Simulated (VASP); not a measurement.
# Ta2N (P-31m) in VASP: single point with PBE

Aim: the single point of Ta2N with PBE.

All numbers are computed with VASP 6.6.1; they aren't measurements. Logs are shortened: lines on timing, memory, paths and dates and some standing lists are left out, and cuts for length are marked.

### 1 The cell of the first run

The structure is trigonal, space group P-31m (No. 162). The conventional cell has a = 5.297 Å, b = 5.297 Å, c = 4.939 Å, α = 90.00°, β = 90.00°, γ = 120.00°. Ta (site symmetry m) has 3 N at 2.15 to 2.16 Å within 2.8 Å. N (site symmetry 32) has 6 Ta at 2.16 Å within 2.9 Å. Within 2.8 Å of N (site symmetry -3m) lie 6 Ta at 2.15 Å.

### 2 Single point, PBE

File INCAR:

```
SYSTEM = Ta2N
ALGO     = Normal         ! electronic algorithm
EDIFF    = 1E-7           ! SCF threshold, eV
ENCUT    = 520            ! plane-wave cutoff, eV
GGA      = PE             ! functional
ISIF     = 2              ! what is computed and relaxed
ISMEAR   = 0              ! smearing method
LASPH    = .TRUE.         ! aspherical terms in the spheres
LCHARG   = .FALSE.        ! write CHGCAR
LREAL    = .FALSE.        ! projectors in reciprocal space
LWAVE    = .FALSE.        ! write WAVECAR
NBANDS   = 50             ! bands
NELM     = 100            ! most SCF steps
PREC     = Accurate       ! precision mode
SIGMA    = 0.1            ! smearing width, eV
```

File KPOINTS:

```
k-points
0
G
  12 12 8
  0 0 0
```

File POSCAR:

```
Ta2N
1.0
    5.2965720514      0.0000000000      0.0000000000
   -2.6482860257      4.5869659495      0.0000000000
    0.0000000000      0.0000000000      4.9391825701
Ta N
6 3
Direct
    0.6663616700      0.6663616700      0.7536182600
    0.0000000000      0.3336383300      0.7536182600
    0.3336383300      0.0000000000      0.7536182600
    0.3336383300      0.3336383300      0.2463817400
    0.0000000000      0.6663616700      0.2463817400
    0.6663616700      0.0000000000      0.2463817400
    0.6666666700      0.3333333300      0.5000000000
    0.3333333300      0.6666666700      0.5000000000
    0.0000000000      0.0000000000      0.0000000000
```

Potentials or basis: VASP PAW PBE potentials, release 64 (Ta_pv, N).

Launch:

```
cat potpaw_PBE.64/Ta_pv/POTCAR potpaw_PBE.64/N/POTCAR > POTCAR
mpirun -np 1 vasp_std > vasp.out
```

OUTCAR:

```text
SYSTEM = Ta2N
   EDIFF = 1E-7
   ENCUT = 520
   GGA = PE
   ISIF = 2
   ISMEAR = 0
   LASPH = .TRUE.
   LREAL = .FALSE.
   NELM = 100
   PREC = Accurate

 ion  position               nearest neighbor table
   1  0.666  0.666  0.754-   9 2.15   8 2.16   7 2.16   4 3.00   5 3.01   6 3.01   2 3.06   2 3.06
                             3 3.06   3 3.06   3 3.06   2 3.06   4 3.06   5 3.07   6 3.07
   2  0.000  0.334  0.754-   9 2.15   7 2.16   8 2.16   5 3.00   4 3.01   6 3.01   1 3.06   1 3.06
                             3 3.06   3 3.06   3 3.06   1 3.06   5 3.06   4 3.07   6 3.07
   3  0.334  0.000  0.754-   9 2.15   8 2.16   7 2.16   6 3.00   4 3.01   5 3.01   2 3.06   1 3.06
                             1 3.06   2 3.06   2 3.06   1 3.06   6 3.06   5 3.07   4 3.07
   4  0.334  0.334  0.246-   9 2.15   7 2.16   8 2.16   1 3.00   2 3.01   3 3.01   5 3.06   5 3.06
                             6 3.06   6 3.06   6 3.06   5 3.06   1 3.06   2 3.07   3 3.07
   5  0.000  0.666  0.246-   9 2.15   8 2.16   7 2.16   2 3.00   1 3.01   3 3.01   4 3.06   4 3.06
                             6 3.06   6 3.06   6 3.06   4 3.06   2 3.06   1 3.07   3 3.07
   6  0.666  0.000  0.246-   9 2.15   7 2.16   8 2.16   3 3.00   1 3.01   2 3.01   4 3.06   5 3.06
                             4 3.06   5 3.06   5 3.06   4 3.06   3 3.06   2 3.07   1 3.07
   7  0.667  0.333  0.500-   2 2.16   6 2.16   5 2.16   3 2.16   4 2.16   1 2.16
   8  0.333  0.667  0.500-   5 2.16   3 2.16   2 2.16   6 2.16   1 2.16   4 2.16
   9  0.000  0.000  0.000-   3 2.15   6 2.15   1 2.15   4 2.15   5 2.15   2 2.15

  LATTYP: Found a hexagonal cell.
 ALAT       =     5.2965720514
 C/A-ratio  =     0.9325243803

  Lattice vectors:

 A1 = (   5.2965720514,   0.0000000000,   0.0000000000)
 A2 = (  -2.6482860257,   4.5869659495,   0.0000000000)
 A3 = (   0.0000000000,   0.0000000000,   4.9391825701)

Analysis of symmetry for initial positions (statically):
=====================================================================
 Subroutine PRICEL returns:
 Original cell was already a primitive cell.

 Routine SETGRP: Setting up the symmetry group for a
 hexagonal supercell.

 Subroutine GETGRP returns: Found 12 space group operations
 (whereof 12 operations were pure point group operations)
 out of a pool of 24 trial point group operations.

The static configuration has the point symmetry D_3d.

Analysis of symmetry for dynamics (positions and initial velocities):
=====================================================================
 Subroutine PRICEL returns:
 Original cell was already a primitive cell.

 Routine SETGRP: Setting up the symmetry group for a
 hexagonal supercell.

 Subroutine GETGRP returns: Found 12 space group operations
 (whereof 12 operations were pure point group operations)
 out of a pool of 24 trial point group operations.

The dynamic configuration has the point symmetry D_3d.

 Subroutine INISYM returns: Found 12 space group operations
 (whereof 12 operations are pure point group operations),
 and found     1 'primitive' translations

----------------------------------------------------------------------------------------

                                     Primitive cell

  volume of cell :     119.9984

  direct lattice vectors                    reciprocal lattice vectors
     5.296572051  0.000000000  0.000000000     0.188801359  0.109004515  0.000000000
    -2.648286026  4.586965949  0.000000000     0.000000000  0.218009031  0.000000000
     0.000000000  0.000000000  4.939182570     0.000000000  0.000000000  0.202462652

  length of vectors
     5.296572051  5.296572051  4.939182570     0.218009031  0.218009031  0.202462652

  position of ions in fractional coordinates (direct lattice)
     0.666361670  0.666361670  0.753618260
     0.000000000  0.333638330  0.753618260
     0.333638330  0.000000000  0.753618260
     0.333638330  0.333638330  0.246381740
     0.000000000  0.666361670  0.246381740
     0.666361670  0.000000000  0.246381740
     0.666666670  0.333333330  0.500000000
     0.333333330  0.666666670  0.500000000
     0.000000000  0.000000000  0.000000000

  ion indices of the primitive-cell ions
   primitive index   ion index
                 1           1
                 2           2
                 3           3
                 4           4
                 5           5
                 6           6
                 7           7
                 8           8
                 9           9

----------------------------------------------------------------------------------------

 KPOINTS: k-points

Automatic generation of k-mesh.
 Grid dimensions read from file:
 generate k-points for:   12   12    8

 Generating k-lattice:

  Cartesian coordinates                     Fractional coordinates (reciprocal lattice)
     0.015733447  0.009083710  0.000000000     0.083333333  0.000000000  0.000000000
     0.000000000  0.018167419  0.000000000     0.000000000  0.083333333  0.000000000
     0.000000000  0.000000000  0.025307831     0.000000000  0.000000000  0.125000000

  Length of vectors
     0.018167419  0.018167419  0.025307831

  Shift w.r.t. Gamma in fractional coordinates (k-lattice)
     0.000000000  0.000000000  0.000000000

 Subroutine IBZKPT returns following result:
 ===========================================

 Found    131 irreducible k-points:

 Following reciprocal coordinates:
            Coordinates               Weight
  0.000000  0.000000  0.000000      1.000000
  0.083333 -0.000000  0.000000      6.000000
  0.166667  0.000000  0.000000      6.000000
  0.250000  0.000000  0.000000      6.000000
  0.333333  0.000000  0.000000      6.000000
  0.416667  0.000000  0.000000      6.000000
[... 16 lines left out ...]
  0.250000  0.000000  0.125000     12.000000
  0.333333  0.000000  0.125000     12.000000
 [... further k-points ...]
   k-points           NKPTS =    131   k-points in BZ     NKDIM =    131   number of bands    NBANDS=     50
   number of dos      NEDOS =    301   number of ions     NIONS =      9
   total plane-waves  NPLWV =  64000
   dimension x,y,z NGX =    40 NGY =   40 NGZ =   40
   dimension x,y,z NGXF=    80 NGYF=   80 NGZF=   80
   ions per type =               6   3
   NGX,Y,Z   is equivalent  to a cutoff of  12.55, 12.55, 13.46 a.u.
   NGXF,Y,Z  is equivalent  to a cutoff of  25.11, 25.11, 26.93 a.u.
 SYSTEM =  Ta2N
   PREC   = accura    normal or accurate (medium, high low for compatibility)
   ISTART =      0    job   : 0-new  1-cont  2-samecut
   ICHARG =      2    charge: 1-file 2-atom 10-const
   ISPIN  =      1    spin polarized calculation?
   LNONCOLLINEAR =      F non collinear calculations
   LSORBIT =      F    spin-orbit coupling
   LASPH  =      T    aspherical Exc in radial PAW
   ENCUT  =  520.0 eV  38.22 Ry    6.18 a.u.   9.85  9.85  9.18*2*pi/ulx,y,z
   NELM   =    100;   NELMIN=  2; NELMDL= -5     # of ELM steps
   EDIFF  = 0.1E-06   stopping-criterion for ELM
   LREAL  =      F    real-space projection
   EDIFFG = 0.1E-05   stopping-criterion for IOM
   NSW    =      0    number of steps for IOM
   IBRION =     -1    ionic relax: 0-MD 1-quasi-New 2-CG
   NFREE  =      0    steps in history (QN), initial steepest desc. (CG)
   ISIF   =      2    stress and relaxation
   ISYM   =      2    0-nonsym 1-usesym 2-fastsym
   POTIM  = 0.5000    time-step for ionic-motion
   TEBEG  =    0.0;   TEEND  =   0.0 temperature during run
   PSTRESS=    0.0 pullay stress
   NELECT =      81.0000    total number of electrons
   NUPDOWN=      -1.0000    fix difference up-down
   EMIN   =  10.00;   EMAX   =-10.00  energy-range for DOS
   EFERMI =   0.00;   METHOD = LEGACY
   ISMEAR =     0;   SIGMA  =   0.10  broadening in eV -4-tet -1-fermi 0-gaus
   EFERMI_NEDOS =   21; number of points for ismear=-14 and -15
   IALGO  =     38    algorithm
   IMIX   =      4    mixing-type and parameters
     AMIX     =   0.40;   BMIX     =  1.00
     AMIX_MAG =   1.60;   BMIX_MAG =  1.00
  volume/ion in A,a.u.               =      13.33        89.98
  Fermi-wavevector in a.u.,A,eV,Ry     =   1.436078  2.713794 28.059565  2.062320
  Thomas-Fermi vector in A             =   2.555306
   LORBIT       =      0    0 simple, 1 ext, 2 COOP (PROOUT), +10 PAW based schemes
   GGA     = PE    functional components
   LHFCALC =     F    Hartree Fock is set to
   AEXX    =    0.0000 exact exchange contribution
   IVDW    =     0    specifies the selected vdW correction
   LEPSILON=     F    determine dielectric tensor
   LRPA    =     F    only Hartree local field effects (RPA)
 non-spin polarized calculation
 Gauss-broadening in eV      SIGMA  =   0.10
  energy-cutoff  :      520.00
  volume of cell :      120.00
 maximum number of plane-waves:      3260
   NGX = 19   NGY = 19   NGZ = 19

 number of electron      81.0000001 magnetization

 Free energy of the ion-electron system (eV)
  ---------------------------------------------------
  ext. energy  EPLUGINS =         0.00000000
  ---------------------------------------------------
  free energy    TOTEN  =      -104.14953711 eV

  energy without entropy =     -104.13571168  energy(sigma->0) =     -104.14262439

 E-fermi :   7.5006     XC(G=0): -12.9554

 val. band max:        7.4930807369   @ k =  -0.1667   0.4167   0.1250
 cond. band min:       7.5029084338   @ k =  -0.2500  -0.4167   0.1250
 fundamental gap:      0.0098276969
 Fermi energy:         7.5005935668

 k-point     1 :       0.0000    0.0000    0.0000
  band No.  band energies     occupation
      1     -28.2460      2.00000
      2     -27.8750      2.00000
      3     -27.7158      2.00000
      4     -27.7158      2.00000
      5     -27.6901      2.00000
      6     -27.6901      2.00000
[... 42 lines left out ...]
     49      10.4268      0.00000
     50      11.0526      0.00000
[... 1217 lines left out ...]
     49      10.4757      0.00000
     50      10.9273      0.00000

 [... further k-points ...]

------------------------ aborting loop because EDIFF is reached ----------------------------------------

  FORCE on cell =-STRESS in cart. coord.  units (eV):
  Direction    XX          YY          ZZ          XY          YZ          ZX
  --------------------------------------------------------------------------------------
  -------------------------------------------------------------------------------------
  Total        2.4570360      2.4570360      2.5689361      0.0000000      0.0000000     -0.0000000
  in kB       32.8054972     32.8054972     34.2995490      0.0000000      0.0000000     -0.0000000
  external PRESSURE =      33.3035145 kB  Pullay stress =       0.0000000 kB

 VOLUME and BASIS-vectors are now :
 -----------------------------------------------------------------------------
  energy-cutoff  :      520.00
  volume of cell :      120.00
      direct lattice vectors                 reciprocal lattice vectors
     5.296572051  0.000000000  0.000000000     0.188801359  0.109004515  0.000000000
    -2.648286026  4.586965949  0.000000000     0.000000000  0.218009031  0.000000000
     0.000000000  0.000000000  4.939182570     0.000000000  0.000000000  0.202462652

 POSITION                                       TOTAL-FORCE (eV/Angst)
 -----------------------------------------------------------------------------------
      1.76472      3.05658      3.72226         0.016417      0.028435     -0.038927
     -0.88357      1.53039      3.72226         0.016417     -0.028435     -0.038927
      1.76714      0.00000      3.72226        -0.032834     -0.000000     -0.038927
      0.88357      1.53039      1.21692        -0.016417     -0.028435      0.038927
     -1.76472      3.05658      1.21692        -0.016417      0.028435      0.038927
      3.52943      0.00000      1.21692         0.032834      0.000000      0.038927
      2.64829      1.52899      2.46959        -0.000000      0.000000     -0.000000
     -0.00000      3.05798      2.46959        -0.000000      0.000000     -0.000000
      0.00000      0.00000      0.00000        -0.000000      0.000000     -0.000000
 -----------------------------------------------------------------------------------
    total drift:                               -0.000000     -0.000000     -0.000000

  FREE ENERGIE OF THE ION-ELECTRON SYSTEM (eV)
  ---------------------------------------------------
  free  energy   TOTEN  =      -104.1495371063 eV

  energy  without entropy=     -104.1357116769  energy(sigma->0) =     -104.14262439
```

It took 8.2 min on 1 thread of AMD EPYC 9R45 (Zen 5), shared host; peak memory 0.61 GiB.

What came out:

- Free energy: -104.1495 eV
- Pressure: 3.3 GPa
- Largest force: 0.051 eV/Å
- Band gap on the k mesh: zero (an odd number of electrons rules out a gap without spin polarisation)

Forces in eV/Å, atoms in the order of the input:
```
Ta   0.016  0.028 -0.039
Ta   0.016 -0.028 -0.039
Ta  -0.033  0.000 -0.039
Ta  -0.016 -0.028  0.039
Ta  -0.016  0.028  0.039
Ta   0.033  0.000  0.039
N    0.000  0.000  0.000
N    0.000  0.000  0.000
N    0.000  0.000  0.000
```

Caveat: the cell stands under pressure; spin-orbit coupling is left out, which moves the levels of the heavy elements.
